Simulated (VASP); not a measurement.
# SbP (zincblende type) (F-43m) in VASP: notebook, part 2 of 2

VASP 6.6.1.

## Step 3: Single point, PBEsol (17.91 Å³/atom)

This run uses another cell than the first one, of 17.91 Å³/atom.

The input, INCAR:

```
  PREC = Accurate
  ENCUT = 520
  EDIFF = 1E-6
  ISMEAR = -1
  SIGMA = 0.08
  LREAL = F
  LASPH = T
  NELM = 80
  ALGO = Normal
  ISIF = 2
  LWAVE = F
  LCHARG = F
  GGA = PS
  NBANDS = 12
```

The input, KPOINTS:

```
Automatic mesh
0
Gamma
  11 11 11
```

The input, POSCAR:

```
SbP
1.0
    0.0000000000      2.6163117500      2.6163117500
    2.6163117500      0.0000000000      2.6163117500
    2.6163117500      2.6163117500      0.0000000000
Sb P
1 1
Direct
    0.0000000000      0.0000000000      0.0000000000
    0.2500000000      0.2500000000      0.2500000000
```

Potentials or basis: VASP PAW PBE potentials, release 64 (Sb, P).

On the command line:

```
cat potpaw_PBE.64/Sb/POTCAR potpaw_PBE.64/P/POTCAR > POTCAR
mpirun -np 1 vasp_std > vasp.out
```

Run time: 39 s. Hardware: 1 thread of AMD EPYC 7R13, shared host; peak memory 0.14 GiB.

Results (log left out):

```
Free energy            : -6.1534 eV
Pressure               : 66.0 GPa
Band gap on the k mesh : zero (bands 5 and 6 overlap by 2.42 eV)
```

Levels at points of the mesh, in eV from the Fermi level:
| k point | band 1 | band 2 | band 3 | band 4 | band 5 | band 6 | band 7 | band 8 | band 9 | band 10 |
| --- | --- | --- | --- | --- | --- | --- | --- | --- | --- | --- |
| (0.00, 0.00, 0.00) | -17.78 | -3.53 | -3.53 | -3.53 | -1.25 | -0.23 | -0.23 | -0.23 | 5.62 | 6.50 |

Caveat: the cell stands under pressure; the PAW data sets were made with another functional, which shifts forces and pressure a little; spin-orbit coupling is left out, which moves the levels of the heavy elements.

## Step 4: Single point, PBEsol (20.89 Å³/atom)

This run uses another cell than the first one, of 20.89 Å³/atom.

The input, INCAR:

```
PREC = Accurate
ENCUT = 520
EDIFF = 1E-7
ISMEAR = -1
SIGMA = 0.08
LREAL = F
LASPH = T
NELM = 100
ALGO = Normal
ISIF = 2
LWAVE = F
LCHARG = T
GGA = PS
LELF = T
LVHAR = T
NBANDS = 12
```

The input, KPOINTS:

```
regular mesh
0
Gamma
  11 11 11
```

The input, POSCAR:

```
SbP
1.0
    0.0000000000      2.7542609721      2.7542609721
    2.7542609721      0.0000000000      2.7542609721
    2.7542609721      2.7542609721      0.0000000000
Sb P
1 1
Direct
    0.0000000000      0.0000000000      0.0000000000
    0.2500000000      0.2500000000      0.2500000000
```

Potentials or basis: VASP PAW PBE potentials, release 64 (Sb, P).

On the command line:

```
cat potpaw_PBE.64/Sb/POTCAR potpaw_PBE.64/P/POTCAR > POTCAR
mpirun -np 1 vasp_std > vasp.out
```

OUTCAR:

```text
PREC = Accurate
   ENCUT = 520
   EDIFF = 1E-7
   ISMEAR = -1
   LREAL = F
   LASPH = T
   NELM = 100
   ISIF = 2
   GGA = PS

 ion  position               nearest neighbor table
   1  0.000  0.000  0.000-   2 2.39   2 2.39   2 2.39   2 2.39
   2  0.250  0.250  0.250-   1 2.39   1 2.39   1 2.39   1 2.39

  LATTYP: Found a face centered cubic cell.
 ALAT       =     5.5085219442

  Lattice vectors:

[... 545 lines left out ...]
     12      18.6463      0.00000

 [... further k-points ...]

------------------------ aborting loop because EDIFF is reached ----------------------------------------

  FORCE on cell =-STRESS in cart. coord.  units (eV):
  Direction    XX          YY          ZZ          XY          YZ          ZX
  --------------------------------------------------------------------------------------
  -------------------------------------------------------------------------------------
  Total        8.7092600      8.7092600      8.7092600      0.0000000      0.0000000      0.0000000
  in kB      333.9231888    333.9231888    333.9231888      0.0000000      0.0000000      0.0000000
  external PRESSURE =     333.9231888 kB  Pullay stress =       0.0000000 kB

 VOLUME and BASIS-vectors are now :
 -----------------------------------------------------------------------------
  energy-cutoff  :      520.00
  volume of cell :       41.79
      direct lattice vectors                 reciprocal lattice vectors
     0.000000000  2.754260972  2.754260972    -0.181536900  0.181536900  0.181536900
     2.754260972  0.000000000  2.754260972     0.181536900 -0.181536900  0.181536900
     2.754260972  2.754260972  0.000000000     0.181536900  0.181536900 -0.181536900

 POSITION                                       TOTAL-FORCE (eV/Angst)
 -----------------------------------------------------------------------------------
      0.00000      0.00000      0.00000         0.000000      0.000000      0.000000
      1.37713      1.37713      1.37713        -0.000000     -0.000000     -0.000000
 -----------------------------------------------------------------------------------
    total drift:                               -0.000000     -0.000000     -0.000000

  FREE ENERGIE OF THE ION-ELECTRON SYSTEM (eV)
  ---------------------------------------------------
  free  energy   TOTEN  =        -7.9384232293 eV

  energy  without entropy=       -7.9223696062  energy(sigma->0) =       -7.93039642
```

Run time: 46 s. Hardware: 1 thread of AMD EPYC 7R13, shared host; peak memory 0.15 GiB.

What came out:

```yaml
Free_energy: -7.9384 eV
Pressure: 33.4 GPa
Band_gap_on_the_k_mesh: zero (bands 5 and 6 overlap by 2.02 eV)
```

Levels at points of the mesh, in eV from the Fermi level:
```tsv
k point	band 3	band 4	band 5	band 6	band 7	band 8
(0.00, 0.00, 0.00)	-3.17	-3.17	-2.36	0.07	0.07	0.07
```

Caveat: the cell stands under pressure; the PAW data sets were made with another functional, which shifts forces and pressure a little; spin-orbit coupling is left out, which moves the levels of the heavy elements.

## Step 5: Single point, PBEsol

This run uses another cell than the first one, of 20.89 Å³/atom.

The input, INCAR:

```
SYSTEM = SbP
ALGO     = Normal         ! electronic algorithm
EDIFF    = 1E-6           ! SCF threshold, eV
ENCUT    = 520            ! plane-wave cutoff, eV
GGA      = PS             ! functional
ISIF     = 2              ! what is computed and relaxed
ISMEAR   = -1             ! smearing method
LASPH    = .TRUE.         ! aspherical terms in the spheres
LCHARG   = .TRUE.         ! write CHGCAR
LELF     = .TRUE.         ! ELF
LREAL    = .FALSE.        ! projectors in reciprocal space
LVHAR    = .TRUE.       
LWAVE    = .FALSE.        ! write WAVECAR
NBANDS   = 12             ! bands
NELM     = 60             ! most SCF steps
PREC     = Accurate       ! precision mode
SIGMA    = 0.08           ! smearing width, eV
```

The input, KPOINTS:

```
k-points
0
G
  11 11 11
  0 0 0
```

POSCAR is that of step 4.

On the command line:

```
cat potpaw_PBE.64/Sb/POTCAR potpaw_PBE.64/P/POTCAR > POTCAR
mpirun -np 1 vasp_std > vasp.out
```

Wall time 44 s (1 thread of AMD EPYC 7R13, shared host); peak memory 0.15 GiB.

Results (log left out):

```
Free energy            : -7.9384 eV
Pressure               : 33.4 GPa
Band gap on the k mesh : zero (bands 5 and 6 overlap by 2.02 eV)
```

Levels at points of the mesh, in eV from the Fermi level:
```
           k point  band 1  band 2  band 3  band 4  band 5  band 6  band 7  band 8  band 9  band 10
(0.00, 0.00, 0.00)  -16.12   -3.17   -3.17   -3.17   -2.36    0.07    0.07    0.07    5.20     6.62
```

Caveat: the cell stands under pressure; the PAW data sets were made with another functional, which shifts forces and pressure a little; spin-orbit coupling is left out, which moves the levels of the heavy elements.

## Step 6: Single point, PBEsol (23.88 Å³/atom)

This run uses another cell than the first one, of 23.88 Å³/atom.

The input, INCAR:

```
  PREC = Accurate
  ENCUT = 520
  EDIFF = 1E-6
  ISMEAR = -1
  SIGMA = 0.08
  LREAL = False
  LASPH = True
  NELM = 100
  ALGO = Normal
  ISIF = 2
  LWAVE = False
  LCHARG = False
  GGA = PS
  NBANDS = 12
```

The input, KPOINTS:

```
Automatic mesh
0
Gamma
  11 11 11
```

The input, POSCAR:

```
SbP
1.0
    0.0000000000      2.8796236863      2.8796236863
    2.8796236863      0.0000000000      2.8796236863
    2.8796236863      2.8796236863      0.0000000000
Sb P
1 1
Direct
    0.0000000000      0.0000000000      0.0000000000
    0.2500000000      0.2500000000      0.2500000000
```

Potentials or basis: VASP PAW PBE potentials, release 64 (Sb, P).

On the command line:

```
cat potpaw_PBE.64/Sb/POTCAR potpaw_PBE.64/P/POTCAR > POTCAR
mpirun -np 1 vasp_std > vasp.out
```

Run time: 46 s. Hardware: 1 thread of AMD EPYC 7R13, shared host; peak memory 0.16 GiB.

Results (log left out):

```yaml
Free_energy: -8.8297 eV
Pressure: 16.2 GPa
Band_gap_on_the_k_mesh: zero (bands 5 and 6 overlap by 1.69 eV)
```

Levels at points of the mesh, in eV from the Fermi level:
```csv
k point,band 3,band 4,band 5,band 6,band 7,band 8
"(0.00, 0.00, 0.00)",-2.79,-2.79,-2.79,0.31,0.31,0.31
```

Caveat: the cell stands under pressure; the PAW data sets were made with another functional, which shifts forces and pressure a little; spin-orbit coupling is left out, which moves the levels of the heavy elements.

## Step 7: The runs side by side

```csv
cell,smearing,gap on the mesh (eV),pressure (GPa)
"a = 3.482 Å, angles 60.0°, 2 atoms",methfessel-paxton 0.1 eV,none,134.0
"a = 3.700 Å, angles 60.0°, 2 atoms",fermi-dirac 0.08 eV,none,66.0
"a = 3.895 Å, angles 60.0°, 2 atoms",fermi-dirac 0.08 eV,none,33.4
"a = 4.072 Å, angles 60.0°, 2 atoms",fermi-dirac 0.08 eV,none,16.2
```

Alike in all rows: task single point; level PBEsol; potentials or basis VASP PAW PBE potentials, release 64 (Sb, P); no spin polarisation; k mesh 11 × 11 × 11; cutoff (eV) 520.

Caveats: the cell stands under pressure; the PAW data sets were made with another functional, which shifts forces and pressure a little; spin-orbit coupling is left out, which moves the levels of the heavy elements.

Absolute energies hang on the potentials; compare differences alone.
